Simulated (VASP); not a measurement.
# MnCuAs (P4/nmm) in VASP: single point with PBE

Aim: the single point of MnCuAs with PBE.

Program: VASP 6.6.1. These are calculated values, not measurements. Logs are shortened: lines on timing, memory, paths and dates and some standing lists are left out, and cuts for length are marked.

**1. The cell of the first run**

Symmetry: P4/nmm, No. 129, tetragonal system. The conventional cell has a = 3.684 Å, b = 3.684 Å, c = 6.402 Å, α = 90.00°, β = 90.00°, γ = 90.00°. Mn (site symmetry 4mm) has 5 As at 2.42 to 2.65 Å and 4 Cu at 2.90 Å and 4 Mn at 3.24 Å within 3.3 Å. Within 3.4 Å of Cu (site symmetry -4m2) lie 4 As at 2.54 Å and 4 Cu at 2.61 Å and 4 Mn at 2.90 Å. As (site symmetry 4mm) has 5 Mn at 2.42 to 2.65 Å and 4 Cu at 2.54 Å within 3.2 Å.

**2. Single point, PBE, collinear spin, antiferromagnetic start**

INCAR

```
PREC = Accurate
ENCUT = 600
EDIFF = 1E-6
ISMEAR = 0
SIGMA = 0.05
LREAL = False
LASPH = True
NELM = 200
ALGO = Normal
ISIF = 2
LWAVE = False
LCHARG = True
ISPIN = 2
MAGMOM = 3.74 -3.74 0 0 0 0
LORBIT = 11
LMAXMIX = 4
GGA = PE
LVHAR = True
NBANDS = 42
GGA_COMPAT = False
KPAR = 4
```

KPOINTS

```
Automatic mesh
0
Gamma
  10 10 6
```

POSCAR

```
MnCuAs
1.0
    3.6840905421      0.0000000000      0.0000000000
    0.0000000000      3.6840905421      0.0000000000
    0.0000000000      0.0000000000      6.4020069085
Mn Cu As
2 2 2
Direct
    0.0000000000      0.5000000000      0.1505141501
    0.5000000000      0.0000000000      0.8494857746
    0.0000000000      0.0000000000      0.5000001014
    0.5000000000      0.5000000000      0.5000001014
    0.0000000000      0.5000000000      0.7729125138
    0.5000000000      0.0000000000      0.2270873586
```

Potentials or basis: VASP PAW PBE potentials, release 64 (Mn_pv, Cu, As).

On the command line:

```sh
$ cat potpaw_PBE.64/Mn_pv/POTCAR potpaw_PBE.64/Cu/POTCAR potpaw_PBE.64/As/POTCAR > POTCAR
$ mpirun -np 4 vasp_std > vasp.out
```

OUTCAR:

```text
PREC = Accurate
   ENCUT = 600
   EDIFF = 1E-6
   ISMEAR = 0
   LREAL = False
   LASPH = True
   NELM = 200
   ISIF = 2
   ISPIN = 2
   LORBIT = 11
   GGA = PE

 ion  position               nearest neighbor table
   1  0.000  0.500  0.151-   5 2.42   6 2.65   6 2.65   6 2.65   6 2.65   3 2.90   4 2.90   4 2.90
                             3 2.90
   2  0.500  0.000  0.849-   6 2.42   5 2.65   5 2.65   5 2.65   5 2.65   3 2.90   3 2.90   4 2.90
                             4 2.90
   3  0.000  0.000  0.500-   5 2.54   5 2.54   6 2.54   6 2.54   4 2.61   4 2.61   4 2.61   4 2.61
                             2 2.90   2 2.90   1 2.90   1 2.90
   4  0.500  0.500  0.500-   5 2.54   5 2.54   6 2.54   6 2.54   3 2.61   3 2.61   3 2.61   3 2.61
                             2 2.90   2 2.90   1 2.90   1 2.90
   5  0.000  0.500  0.773-   1 2.42   3 2.54   4 2.54   3 2.54   4 2.54   2 2.65   2 2.65   2 2.65
                             2 2.65
   6  0.500  0.000  0.227-   2 2.42   3 2.54   4 2.54   4 2.54   3 2.54   1 2.65   1 2.65   1 2.65
                             1 2.65

  LATTYP: Found a simple tetragonal cell.
 ALAT       =     3.6840905421
 C/A-ratio  =     1.7377441828

  Lattice vectors:

 A1 = (   3.6840905421,   0.0000000000,   0.0000000000)
 A2 = (   0.0000000000,   3.6840905421,   0.0000000000)
 A3 = (   0.0000000000,   0.0000000000,   6.4020069085)

Analysis of symmetry for initial positions (statically):
=====================================================================
 Subroutine PRICEL returns:
 Original cell was already a primitive cell.

 Routine SETGRP: Setting up the symmetry group for a
 simple tetragonal supercell.

 Subroutine GETGRP returns: Found 16 space group operations
 (whereof  8 operations were pure point group operations)
 out of a pool of 16 trial point group operations.

The static configuration has the point symmetry D_2d.
 The point group associated with its full space group is D_4h.

Analysis of symmetry for dynamics (positions and initial velocities):
=====================================================================
 Subroutine PRICEL returns:
 Original cell was already a primitive cell.

 Routine SETGRP: Setting up the symmetry group for a
 simple tetragonal supercell.

 Subroutine GETGRP returns: Found 16 space group operations
 (whereof  8 operations were pure point group operations)
 out of a pool of 16 trial point group operations.

The dynamic configuration has the point symmetry D_2d.
 The point group associated with its full space group is D_4h.

Analysis of structural, dynamic, and magnetic symmetry:
=====================================================================
 Subroutine PRICEL returns:
 Original cell was already a primitive cell.

 Routine SETGRP: Setting up the symmetry group for a
 simple tetragonal supercell.

 Subroutine GETGRP returns: Found 16 space group operations
 (whereof  8 operations were pure point group operations)
 out of a pool of 16 trial point group operations.

The overall configuration has the point symmetry D_2d.
 The point group associated with its full space group is D_4h.

 Subroutine INISYM returns: Found 16 space group operations
 (whereof  8 operations are pure point group operations),
 and found     1 'primitive' translations

----------------------------------------------------------------------------------------

                                     Primitive cell

  volume of cell :      86.8914

  direct lattice vectors                    reciprocal lattice vectors
     3.684090542  0.000000000  0.000000000     0.271437411  0.000000000  0.000000000
     0.000000000  3.684090542  0.000000000     0.000000000  0.271437411  0.000000000
     0.000000000  0.000000000  6.402006908     0.000000000  0.000000000  0.156201019

  length of vectors
     3.684090542  3.684090542  6.402006908     0.271437411  0.271437411  0.156201019

  position of ions in fractional coordinates (direct lattice)
     0.000000000  0.500000000  0.150514150
     0.500000000  0.000000000  0.849485775
     0.000000000  0.000000000  0.500000101
     0.500000000  0.500000000  0.500000101
     0.000000000  0.500000000  0.772912514
     0.500000000  0.000000000  0.227087359

  ion indices of the primitive-cell ions
   primitive index   ion index
                 1           1
                 2           2
[... 59 lines left out ...]
   number of dos      NEDOS =    301   number of ions     NIONS =      6
   total plane-waves  NPLWV =  48600
   dimension x,y,z NGX =    30 NGY =   30 NGZ =   54
   dimension x,y,z NGXF=    60 NGYF=   60 NGZF=  108
   ions per type =               2   2   2
   NGX,Y,Z   is equivalent  to a cutoff of  13.54, 13.54, 14.02 a.u.
   NGXF,Y,Z  is equivalent  to a cutoff of  27.08, 27.08, 28.05 a.u.
 SYSTEM =  unknown system
   PREC   = accura    normal or accurate (medium, high low for compatibility)
   ISTART =      0    job   : 0-new  1-cont  2-samecut
   ICHARG =      2    charge: 1-file 2-atom 10-const
   ISPIN  =      2    spin polarized calculation?
   LNONCOLLINEAR =      F non collinear calculations
   LSORBIT =      F    spin-orbit coupling
   LASPH  =      T    aspherical Exc in radial PAW
   ENCUT  =  600.0 eV  44.10 Ry    6.64 a.u.   7.36  7.36 12.79*2*pi/ulx,y,z
   NELM   =    200;   NELMIN=  2; NELMDL= -5     # of ELM steps
   EDIFF  = 0.1E-05   stopping-criterion for ELM
   LREAL  =      F    real-space projection
   EDIFFG = 0.1E-04   stopping-criterion for IOM
   NSW    =      0    number of steps for IOM
   IBRION =     -1    ionic relax: 0-MD 1-quasi-New 2-CG
   NFREE  =      0    steps in history (QN), initial steepest desc. (CG)
   ISIF   =      2    stress and relaxation
   ISYM   =      2    0-nonsym 1-usesym 2-fastsym
   POTIM  = 0.5000    time-step for ionic-motion
   TEBEG  =    0.0;   TEEND  =   0.0 temperature during run
   PSTRESS=    0.0 pullay stress
   NELECT =      58.0000    total number of electrons
   NUPDOWN=      -1.0000    fix difference up-down
   EMIN   =  10.00;   EMAX   =-10.00  energy-range for DOS
   EFERMI =   0.00;   METHOD = LEGACY
   ISMEAR =     0;   SIGMA  =   0.05  broadening in eV -4-tet -1-fermi 0-gaus
   EFERMI_NEDOS =   21; number of points for ismear=-14 and -15
   IALGO  =     38    algorithm
   IMIX   =      4    mixing-type and parameters
     AMIX     =   0.40;   BMIX     =  1.00
     AMIX_MAG =   1.60;   BMIX_MAG =  1.00
  volume/ion in A,a.u.               =      14.48        97.73
  Fermi-wavevector in a.u.,A,eV,Ry     =   1.430733  2.703693 27.851083  2.046997
  Thomas-Fermi vector in A             =   2.550546
   LORBIT       =     11    0 simple, 1 ext, 2 COOP (PROOUT), +10 PAW based schemes
   GGA     = PE    functional components
   LHFCALC =     F    Hartree Fock is set to
   AEXX    =    0.0000 exact exchange contribution
   IVDW    =     0    specifies the selected vdW correction
   LEPSILON=     F    determine dielectric tensor
   LRPA    =     F    only Hartree local field effects (RPA)
 spin polarized calculation
 Gauss-broadening in eV      SIGMA  =   0.05
  energy-cutoff  :      600.00
  volume of cell :       86.89
 maximum number of plane-waves:      2946
 NGX is ok and might be reduce to    30
   NGX = 15   NGY = 15   NGZ = 25

 number of electron      58.0000000 magnetization       0.0000000

 Free energy of the ion-electron system (eV)
  ---------------------------------------------------
  ext. energy  EPLUGINS =         0.00000000
  ---------------------------------------------------
  free energy    TOTEN  =       -35.21372022 eV

  energy without entropy =      -35.21175266  energy(sigma->0) =      -35.21273644

 E-fermi :   8.1484     XC(G=0): -11.8729

 val. band max:        8.1390224176   @ k =   0.1000   0.1000   0.0000
 cond. band min:       8.1550276980   @ k =   0.5000   0.1000   0.3333
 fundamental gap:      0.0160052803
 Fermi energy:         8.1484159445

 spin component 1

 k-point     1 :       0.0000    0.0000    0.0000
  band No.  band energies     occupation
      1     -41.9298      1.00000
      2     -41.9298      1.00000
      3     -41.8049      1.00000
      4     -38.3514      1.00000
      5     -38.2802      1.00000
      6     -38.2802      1.00000
[... 1045 lines left out ...]
     40      14.8113      0.00000
     41      15.4810      0.00000

 [... further k-points ...]

 spin component 2

 k-point     1 :       0.0000    0.0000    0.0000
  band No.  band energies     occupation
      1     -41.9298      1.00000
      2     -41.9298      1.00000
      3     -41.8049      1.00000
      4     -38.3514      1.00000
      5     -38.2802      1.00000
      6     -38.2802      1.00000
[... 1045 lines left out ...]
     40      14.8113      0.00000
     41      15.4810      0.00000

 [... further k-points ...]

 [bands above 41 left out]

------------------------ aborting loop because EDIFF is reached ----------------------------------------

  FORCE on cell =-STRESS in cart. coord.  units (eV):
  Direction    XX          YY          ZZ          XY          YZ          ZX
  --------------------------------------------------------------------------------------
  -------------------------------------------------------------------------------------
  Total        0.2204928      0.2204928      0.3008774      0.0000000      0.0000000      0.0000000
  in kB        4.0656333      4.0656333      5.5478340      0.0000000      0.0000000      0.0000000
  external PRESSURE =       4.5597002 kB  Pullay stress =       0.0000000 kB

 VOLUME and BASIS-vectors are now :
 -----------------------------------------------------------------------------
  energy-cutoff  :      600.00
  volume of cell :       86.89
      direct lattice vectors                 reciprocal lattice vectors
     3.684090542  0.000000000  0.000000000     0.271437411  0.000000000  0.000000000
     0.000000000  3.684090542  0.000000000     0.000000000  0.271437411  0.000000000
     0.000000000  0.000000000  6.402006908     0.000000000  0.000000000  0.156201019

 POSITION                                       TOTAL-FORCE (eV/Angst)
 -----------------------------------------------------------------------------------
      0.00000      1.84205      0.96359        -0.000000     -0.000000      0.000883
      1.84205      0.00000      5.43841         0.000000     -0.000000     -0.000883
      0.00000      0.00000      3.20100        -0.000000     -0.000000      0.000000
      1.84205      1.84205      3.20100        -0.000000     -0.000000      0.000000
      0.00000      1.84205      4.94819        -0.000000      0.000000      0.012235
      1.84205      0.00000      1.45381        -0.000000     -0.000000     -0.012235
 -----------------------------------------------------------------------------------
    total drift:                                0.000000     -0.000000      0.000003

  FREE ENERGIE OF THE ION-ELECTRON SYSTEM (eV)
  ---------------------------------------------------
  free  energy   TOTEN  =       -35.2137202163 eV

  energy  without entropy=      -35.2117526636  energy(sigma->0) =      -35.21273644

 total charge

# of ion       s       p       d       tot
------------------------------------------
    1        0.241   6.209   5.087  11.536
    2        0.241   6.209   5.087  11.536
    3        0.391   0.400   9.208   9.999
    4        0.391   0.400   9.208   9.999
    5        1.198   1.556   0.075   2.829
    6        1.198   1.556   0.075   2.829
--------------------------------------------------
tot          3.660  16.330  28.739  48.728

 magnetization (x)

# of ion       s       p       d       tot
------------------------------------------
    1        0.034   0.039   3.334   3.408
    2       -0.034  -0.039  -3.334  -3.408
    3        0.000   0.000   0.000   0.000
    4        0.000   0.000   0.000   0.000
    5       -0.011   0.019  -0.003   0.005
    6        0.011  -0.019   0.003  -0.005
--------------------------------------------------
tot          0.000   0.000   0.000   0.000
```

Wall time 3.7 min (4 MPI ranks of AMD EPYC 7R43 (Zen 3), shared host); peak memory 0.63 GiB.

Results:

* Free energy: -35.2137 eV
* Pressure: 0.5 GPa
* Largest force: 0.012 eV/Å
* Band gap on the k mesh: zero (filled and empty bands overlap)
* Net moment: 0.00 μB per cell
* Site moments: Mn +3.41, -3.41; Cu +0.00; As +0.01, -0.01 μB
* Valence electrons inside the program's atomic spheres: Mn 11.54; Cu 10.00; As 2.83

Forces on the atoms (eV/Å):
```
Mn   0.000  0.000  0.001
Mn   0.000  0.000 -0.001
Cu   0.000  0.000  0.000
Cu   0.000  0.000  0.000
As   0.000  0.000  0.012
As   0.000  0.000 -0.012
```

Levels at points of the mesh, in eV from the Fermi level:
Spin up:
| k point | band 25 | band 26 | band 27 | band 28 | band 29 | band 30 | band 31 | band 32 | band 33 | band 34 |
| --- | --- | --- | --- | --- | --- | --- | --- | --- | --- | --- |
| (0.00, 0.00, 0.00) | -2.19 | -2.19 | -1.28 | -0.59 | -0.32 | -0.32 | 0.32 | 0.89 | 1.57 | 1.57 |
| (0.50, 0.00, 0.00) | -2.33 | -2.04 | -1.69 | -1.28 | -0.28 | 0.60 | 1.09 | 1.22 | 1.68 | 3.10 |
| (0.50, 0.50, 0.00) | -2.28 | -2.14 | -2.01 | -2.01 | -1.40 | 0.24 | 0.41 | 0.67 | 0.67 | 1.23 |
| (0.00, 0.00, 0.50) | -1.66 | -1.66 | -1.59 | -0.53 | -0.50 | -0.50 | 0.32 | 1.49 | 1.49 | 1.61 |
| (0.50, 0.00, 0.50) | -2.27 | -2.09 | -1.31 | -0.99 | 0.44 | 0.69 | 0.79 | 1.07 | 1.88 | 2.13 |
| (0.50, 0.50, 0.50) | -2.27 | -1.98 | -1.98 | -1.82 | -1.54 | 0.85 | 0.85 | 0.94 | 1.25 | 1.39 |
Spin down:
| k point | band 26 | band 27 | band 28 | band 29 | band 30 | band 31 | band 32 | band 33 |
| --- | --- | --- | --- | --- | --- | --- | --- | --- |
| (0.00, 0.00, 0.00) | -2.19 | -1.28 | -0.59 | -0.32 | -0.32 | 0.32 | 0.89 | 1.57 |
| (0.50, 0.00, 0.00) | -2.04 | -1.69 | -1.28 | -0.28 | 0.60 | 1.09 | 1.22 | 1.68 |
| (0.50, 0.50, 0.00) | -2.14 | -2.01 | -2.01 | -1.40 | 0.24 | 0.41 | 0.67 | 0.67 |
| (0.00, 0.00, 0.50) | -1.66 | -1.59 | -0.53 | -0.50 | -0.50 | 0.32 | 1.49 | 1.49 |
| (0.50, 0.00, 0.50) | -2.09 | -1.31 | -0.99 | 0.44 | 0.69 | 0.79 | 1.07 | 1.88 |
| (0.50, 0.50, 0.50) | -1.98 | -1.98 | -1.82 | -1.54 | 0.85 | 0.85 | 0.94 | 1.25 |

Caveat: the antiferromagnetic order is the one typed at the start, and another may lie lower.
